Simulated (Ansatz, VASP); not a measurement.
# Na: VASP beside Ansatz

INCAR

```
SYSTEM = Na
PREC     = Accurate       ! precision mode
ENCUT    = 520            ! plane-wave cutoff, eV
EDIFF    = 1E-6           ! SCF threshold, eV
ISMEAR   = -1             ! smearing method
SIGMA    = 0.05           ! smearing width, eV
LREAL    = .FALSE.        ! projectors in reciprocal space
LASPH    = .TRUE.         ! aspherical terms in the spheres
NELM     = 80             ! most SCF steps
ALGO     = Normal         ! electronic algorithm
ISIF     = 2              ! what is computed and relaxed
LWAVE    = .FALSE.        ! write WAVECAR
LCHARG   = .FALSE.        ! write CHGCAR
GGA      = PS             ! functional
NBANDS   = 10             ! bands
```

The input KPOINTS:

```
regular mesh
0
G
  12 12 12
  0 0 0
```

POSCAR

```
Na
1.0
   -2.0539750000      2.0539750000      2.1175000000
    2.0539750000     -2.0539750000      2.1175000000
    2.0539750000      2.0539750000     -2.1175000000
Na
1
Direct
    0.0000000000      0.0000000000      0.0000000000
```

Input for Ansatz:

```yaml
crystal:
  lattice:
    - [-2.053975, 2.053975, 2.1175]
    - [2.053975, -2.053975, 2.1175]
    - [2.053975, 2.053975, -2.1175]
  atoms:
    - { symbol: Na, position: [0.0, 0.0, 0.0] }
kpoints:
  mp_grid: { grid: [12, 12, 12] }
  band_path:
    path:
      - [0.0, 0.0, 0.0]
      - [0.0, 0.0, 0.5]
      - [0.25, 0.25, 0.25]
      - [0.0, 0.5, 0.0]
      - [0.0, 0.0, 0.0]
      - [0.5, 0.5, -0.5]
      - [0.485225, 0.514775, -0.485225]
      - [-0.485225, 0.485225, 0.485225]
      - [0.0, 0.0, 0.0]
    npoints: 5
scf:
  occupations: { method: fermi_dirac, width: 0.05 }
hamiltonian:
  xc: pbesol
  pseudopotentials: { kind: all_electron, lapw: { basis_error: 0.00025 } }
output:
  forces: true
  stress: true
  eigenvalues: true
```

Change from the starting cell: equal xx and yy strain of -3 %.

Alike in both runs: task single point; functional PBEsol; k mesh 12 × 12 × 12; occupations fermi-dirac, width 0.05 eV; no spin polarisation.

```csv
,VASP,Ansatz
version,VASP 6.6.1,Ansatz 0.2.0
potentials or method,"VASP PAW PBE potentials, release 64 (Na_pv), cutoff 520 eV","all-electron LAPW, scalar-relativistic"
```

|  | VASP | Ansatz | Ansatz less VASP |
| --- | --- | --- | --- |
| pressure (GPa) | 0.1 | 0.1 | +0.03 |

VASP's potentials were made for PBE, not for PBEsol. Ansatz ran all-electron here, and VASP with PAW potentials.
